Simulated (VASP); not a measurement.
Write the native input for VASP 6.6.1 that does the following.

```
Task                   : relaxation of cell and atoms
Functional             : PBE
Potentials or basis    : VASP PAW PBE potentials, release 64 (Al)
Cutoff                 : 500 eV
k mesh                 : 9 × 9 × 9
Occupations            : methfessel-paxton, width 0.1 eV
Spin                   : no spin polarisation
Dipole correction      : no
Further INCAR settings : ALGO = Normal; EDIFF = 1e-07; IBRION = 2; EDIFFG = -0.01; NSW = 60; ISIF = 3
```

The structure of Al lies in POSCAR:

```
Al
1.0
    0.0000000000      2.0250000000      2.0250000000
    2.0250000000      0.0000000000      2.0250000000
    2.0250000000      2.0250000000      0.0000000000
Al
1
Direct
    0.0000000000      0.0000000000      0.0000000000
```

These files were run (other wordings do the same):

INCAR

```
ALGO = Normal
EDIFF = 1E-7
EDIFFG = -0.01
ENCUT = 500
GGA = PE
GGA_COMPAT = False
IBRION = 2
ISIF = 3
ISMEAR = 1
LASPH = True
LCHARG = False
LREAL = False
LWAVE = False
NELM = 120
NELMIN = 4
NSW = 60
PREC = Accurate
SIGMA = 0.1
```

KPOINTS

```
k-points
0
Gamma
  9 9 9
```

Potentials or basis: VASP PAW PBE potentials, release 64 (Al).

Run with:

```sh
$ cat potpaw_PBE.64/Al/POTCAR > POTCAR
$ mpirun -np 1 vasp_std > vasp.out
```

Results of the run:

```json
{"Relaxed volume": "16.56 Å³/atom", "Relaxed cell": "a = 2.861 Å, b = 2.861 Å, c = 2.861 Å, α = 60.00°, β = 60.00°, γ = 60.00°", "Space group after relaxing (to 0.1 Å)": "Fm-3m (No. 225)", "Energy gained by relaxing": "0.0 meV/atom", "Ionic steps": "2", "Pressure after relaxing": "0.0 GPa", "Band gap on the k mesh": "zero (an odd number of electrons rules out a gap without spin polarisation)"}
```

It took 10 s on 1 thread of AMD EPYC 7R43 64-Core Processor (Zen 3), on a shared host, peak memory 0.1 GiB.
